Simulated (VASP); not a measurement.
# Al2O3 (P-6m2) in VASP: a series of runs, part 2 of 2

VASP 6.6.1. Earlier steps stand in the parts before.

### Step 3. Single point, r2SCAN

This run uses another cell than the first one, of 9.71 Å³/atom, 1.042 times its volume.

Contents of POSCAR:

```
Al2O3
1.0
    2.8332356817      0.0000000000      0.0000000000
   -1.4166178409      2.4536540753      0.0000000000
    0.0000000000      0.0000000000      6.9845309603
Al O
2 3
Direct
    0.0000000000      0.0000000000      0.8031540372
    0.0000000000      0.0000000000      0.1968459628
    0.3333333333      0.6666666667      0.7071802543
    0.6666666667      0.3333333333      0.0000000000
    0.3333333333      0.6666666667      0.2928197457
```

Contents of INCAR.step1:

```
  PREC = Accurate
  ENCUT = 520
  ISMEAR = -1
  SIGMA = 0.05
  LREAL = F
  LASPH = T
  NELM = 60
  NBANDS = 20
  GGA = PE
  ALGO = Normal
  EDIFF = 1E-4
  LWAVE = T
  LCHARG = F
```

Contents of INCAR.step2:

```
  PREC = Accurate
  ENCUT = 520
  EDIFF = 1E-6
  ISMEAR = -1
  SIGMA = 0.05
  LREAL = F
  LASPH = T
  NELM = 60
  ALGO = Normal
  ISIF = 2
  LWAVE = F
  LCHARG = F
  METAGGA = R2SCAN
  LMIXTAU = T
  NBANDS = 20
  ISTART = 1
```

Contents of KPOINTS:

```
Automatic mesh
0
Gamma
  11 11 3
```

Potentials or basis: VASP PAW PBE potentials, release 64 (Al, O).

Started as:

```console
$ cat potpaw_PBE.64/Al/POTCAR potpaw_PBE.64/O/POTCAR > POTCAR
$ cp INCAR.step1 INCAR
$ mpirun -np 1 vasp_std > vasp.out
$ cp INCAR.step2 INCAR
$ mpirun -np 1 vasp_std > vasp.out
```

OUTCAR:

```text
PREC = Accurate
   ENCUT = 520
   EDIFF = 1E-6
   ISMEAR = -1
   LREAL = F
   LASPH = T
   NELM = 60
   ISIF = 2
   METAGGA = R2SCAN
   ISTART = 1

 ion  position               nearest neighbor table
   1  0.000  0.000  0.803-   3 1.77   3 1.77   3 1.77   4 2.14   4 2.14   4 2.14   2 2.75
   2  0.000  0.000  0.197-   5 1.77   5 1.77   5 1.77   4 2.14   4 2.14   4 2.14   1 2.75
   3  0.333  0.667  0.707-   1 1.77   1 1.77   1 1.77
   4  0.667  0.333  0.000-   1 2.14   2 2.14   1 2.14   2 2.14   1 2.14   2 2.14
   5  0.333  0.667  0.293-   2 1.77   2 1.77   2 1.77

  LATTYP: Found a hexagonal cell.
 ALAT       =     2.8332356817
 C/A-ratio  =     2.4652135385

  Lattice vectors:

 A1 = (   2.8332356817,   0.0000000000,   0.0000000000)
 A2 = (  -1.4166178409,   2.4536540753,   0.0000000000)
 A3 = (   0.0000000000,   0.0000000000,   6.9845309603)

Analysis of symmetry for initial positions (statically):
=====================================================================
 Subroutine PRICEL returns:
 Original cell was already a primitive cell.

[... 176 lines left out ...]

 val. band max:        4.2345104446   @ k =   0.0909   0.0909   0.0000
 cond. band min:       9.7918337782   @ k =   0.0000   0.0000   0.0000
 fundamental gap:      5.5573233336
 Fermi energy:         5.2807259959

 k-point     1 :       0.0000    0.0000    0.0000
  band No.  band energies     occupation
      1     -16.2053      2.00000
      2     -14.8949      2.00000
      3     -13.8489      2.00000
      4      -1.2745      2.00000
      5       1.1997      2.00000
      6       2.2732      2.00000
[... 541 lines left out ...]
     19      19.0780      0.00000
     20      20.7363      0.00000

 [... further k-points ...]

------------------------ aborting loop because EDIFF is reached ----------------------------------------

  FORCE on cell =-STRESS in cart. coord.  units (eV):
  Direction    XX          YY          ZZ          XY          YZ          ZX
  --------------------------------------------------------------------------------------
  -------------------------------------------------------------------------------------
  Total        1.5430871      1.5430871      1.3451365     -0.0000000     -0.0000000      0.0000000
  in kB       50.9175786     50.9175786     44.3857589     -0.0000000     -0.0000000      0.0000000
  external PRESSURE =      48.7403054 kB  Pullay stress =       0.0000000 kB

 VOLUME and BASIS-vectors are now :
 -----------------------------------------------------------------------------
  energy-cutoff  :      520.00
  volume of cell :       48.55
      direct lattice vectors                 reciprocal lattice vectors
     2.833235682  0.000000000  0.000000000     0.352953341  0.203777707  0.000000000
    -1.416617841  2.453654075  0.000000000     0.000000000  0.407555413  0.000000000
     0.000000000  0.000000000  6.984530960     0.000000000  0.000000000  0.143173537

 POSITION                                       TOTAL-FORCE (eV/Angst)
 -----------------------------------------------------------------------------------
      0.00000      0.00000      5.60965         0.000000      0.000000     -0.016133
      0.00000      0.00000      1.37488         0.000000      0.000000      0.016133
     -0.00000      1.63577      4.93932        -0.000000      0.000000      0.038047
      1.41662      0.81788      0.00000        -0.000000      0.000000      0.000000
     -0.00000      1.63577      2.04521        -0.000000      0.000000     -0.038047
 -----------------------------------------------------------------------------------
    total drift:                                0.000002     -0.000001      0.000000

  FREE ENERGIE OF THE ION-ELECTRON SYSTEM (eV)
  ---------------------------------------------------
  free  energy   TOTEN  =       -46.7669492244 eV

  energy  without entropy=      -46.7669492243  energy(sigma->0) =      -46.76694922
```

OUTCAR.step1:

```text
PREC = Accurate
   ENCUT = 520
   ISMEAR = -1
   LREAL = F
   LASPH = T
[... 784 lines left out ...]
      0.00000      0.00000      1.37488         0.000000     -0.000000     -0.162259
     -0.00000      1.63577      4.93932        -0.000000     -0.000000     -0.374585
      1.41662      0.81788      0.00000         0.000000     -0.000000      0.000000
     -0.00000      1.63577      2.04521        -0.000000      0.000000      0.374585
 -----------------------------------------------------------------------------------
    total drift:                                0.000000     -0.000000      0.000000

  FREE ENERGIE OF THE ION-ELECTRON SYSTEM (eV)
  ---------------------------------------------------
  free  energy   TOTEN  =       -36.2175969848 eV

  energy  without entropy=      -36.2175969847  energy(sigma->0) =      -36.21759698
```

OSZICAR.step1:

```text
N       E                     dE             d eps       ncg     rms          rms(c)
DAV:   1     0.983165524691E+02    0.98317E+02   -0.12989E+04  1280   0.113E+03
DAV:   2    -0.350200269102E+02   -0.13334E+03   -0.12966E+03  1520   0.248E+02
DAV:   3    -0.406921883322E+02   -0.56722E+01   -0.56549E+01  1676   0.519E+01
DAV:   4    -0.407327150513E+02   -0.40527E-01   -0.40522E-01  1588   0.485E+00
DAV:   5    -0.407332758572E+02   -0.56081E-03   -0.56080E-03  1712   0.552E-01    0.130E+01
DAV:   6    -0.362202084154E+02    0.45131E+01   -0.13675E+01  1392   0.271E+01    0.459E+00
DAV:   7    -0.362215578657E+02   -0.13495E-02   -0.53984E-01  1528   0.492E+00    0.251E+00
DAV:   8    -0.362129698164E+02    0.85880E-02   -0.51559E-02  1456   0.220E+00    0.778E-01
DAV:   9    -0.362161384593E+02   -0.31686E-02   -0.14192E-02  1524   0.114E+00    0.189E-01
DAV:  10    -0.362172951318E+02   -0.11567E-02   -0.30065E-03  1508   0.406E-01    0.139E-01
DAV:  11    -0.362175627263E+02   -0.26759E-03   -0.52690E-04  1416   0.256E-01    0.292E-02
DAV:  12    -0.362175969848E+02   -0.34259E-04   -0.90629E-05  1304   0.794E-02
   1 F= -.36217597E+02 E0= -.36217597E+02  d E =-.473520E-10
```

It took 2.8 min on 1 thread of AMD EPYC 7R43 (Zen 3), shared host; peak memory 0.14 GiB.

What came out:

- Free energy: -46.7669 eV
- Pressure: 4.9 GPa
- Largest force: 0.038 eV/Å
- Band gap on the k mesh: 5.56 eV, indirect (least direct gap 5.67 eV)

Forces in eV/Å, atoms in the order of the input:
```
Al   0.000  0.000 -0.016
Al   0.000  0.000  0.016
O    0.000  0.000  0.038
O    0.000  0.000  0.000
O    0.000  0.000 -0.038
```

Caveat: the PAW data sets were made with another functional, which shifts forces and pressure a little.

### Step 4. Single point, r2SCAN

This run uses another cell than the first one, of 10.10 Å³/atom, 1.084 times its volume.

Contents of POSCAR:

```
Al2O3
1.0
    2.8459257540      0.0000000000      0.0000000000
   -1.4229628770      2.4646440002      0.0000000000
    0.0000000000      0.0000000000      7.2008050641
Al O
2 3
Direct
    0.0000000000      0.0000000000      0.8081171950
    0.0000000000      0.0000000000      0.1918828050
    0.3333333333      0.6666666667      0.7152615646
    0.6666666667      0.3333333333      0.0000000000
    0.3333333333      0.6666666667      0.2847384354
```

Contents of INCAR.step1:

```
ALGO     = Normal         # electronic algorithm
EDIFF    = 1E-4           # SCF threshold, eV
ENCUT    = 520            # plane-wave cutoff, eV
GGA      = PE             # functional
ISMEAR   = -1             # smearing method
LASPH    = True           # aspherical terms in the spheres
LCHARG   = False          # write CHGCAR
LREAL    = False          # projectors in reciprocal space
LWAVE    = True           # write WAVECAR
NBANDS   = 20             # bands
NELM     = 80             # most SCF steps
PREC     = Accurate       # precision mode
SIGMA    = 0.05           # smearing width, eV
```

Contents of INCAR.step2:

```
ALGO     = Normal         # electronic algorithm
EDIFF    = 1E-6           # SCF threshold, eV
ENCUT    = 520            # plane-wave cutoff, eV
ISIF     = 2              # what is computed and relaxed
ISMEAR   = -1             # smearing method
ISTART   = 1            
LASPH    = True           # aspherical terms in the spheres
LCHARG   = True           # write CHGCAR
LELF     = True           # ELF
LMIXTAU  = True         
LREAL    = False          # projectors in reciprocal space
LVHAR    = True         
LWAVE    = False          # write WAVECAR
METAGGA  = R2SCAN         # meta-GGA
NBANDS   = 20             # bands
NELM     = 80             # most SCF steps
PREC     = Accurate       # precision mode
SIGMA    = 0.05           # smearing width, eV
```

Contents of KPOINTS:

```
k-points
0
Gamma
  11 11 3
```

Started as:

```console
$ cat potpaw_PBE.64/Al/POTCAR potpaw_PBE.64/O/POTCAR > POTCAR
$ cp INCAR.step1 INCAR
$ mpirun -np 1 vasp_std > vasp.out
$ cp INCAR.step2 INCAR
$ mpirun -np 1 vasp_std > vasp.out
```

It took 3.1 min on 1 thread of AMD EPYC 7R43 (Zen 3), shared host; peak memory 0.15 GiB.

It converged, with:

```yaml
Free_energy: -46.8094 eV
Pressure: 1.9 GPa
Largest_force: 0.039 eV/Å
Band_gap_on_the_k_mesh: 5.56 eV, indirect (least direct gap 5.69 eV)
```

Forces on the atoms (eV/Å):
```
Al   0.000  0.000 -0.017
Al   0.000  0.000  0.017
O    0.000  0.000  0.039
O    0.000  0.000  0.000
O    0.000  0.000 -0.039
```

Stress tensor (GPa, compression positive):
```
2.09 0.00 0.00
0.00 2.09 0.00
0.00 0.00 1.44
```

Levels at points of the mesh, in eV from the valence-band top:
```csv
k point,band 10,band 11,band 12,band 13,band 14,band 15
"(0.00, 0.00, 0.00)",-0.85,-0.85,-0.13,5.56,8.49,9.65
```

Caveat: the PAW data sets were made with another functional, which shifts forces and pressure a little. r2SCAN opens gaps a little over a GGA but as a rule still falls short of measured ones.

### Step 5. The runs side by side

| cell | gap on the mesh (eV) | pressure (GPa) | largest force (eV/Å) |
| --- | --- | --- | --- |
| a = 2.814, b = 2.814, c = 6.792 Å, angles 90.0, 90.0, 120.0°, 5 atoms | 5.61 | 9.9 | 0.03 |
| a = 2.833, b = 2.833, c = 6.985 Å, angles 90.0, 90.0, 120.0°, 5 atoms | 5.56 | 4.9 | 0.04 |
| a = 2.846, b = 2.846, c = 7.201 Å, angles 90.0, 90.0, 120.0°, 5 atoms | 5.56 | 1.9 | 0.04 |

Alike in all rows: task single point; level r2SCAN; potentials or basis VASP PAW PBE potentials, release 64 (Al, O); no spin polarisation; k mesh 11 × 11 × 3; cutoff (eV) 520; smearing fermi-dirac 0.05 eV.

Caveats: the PAW data sets were made with another functional, which shifts forces and pressure a little.

Absolute energies hang on the potentials; compare differences alone.
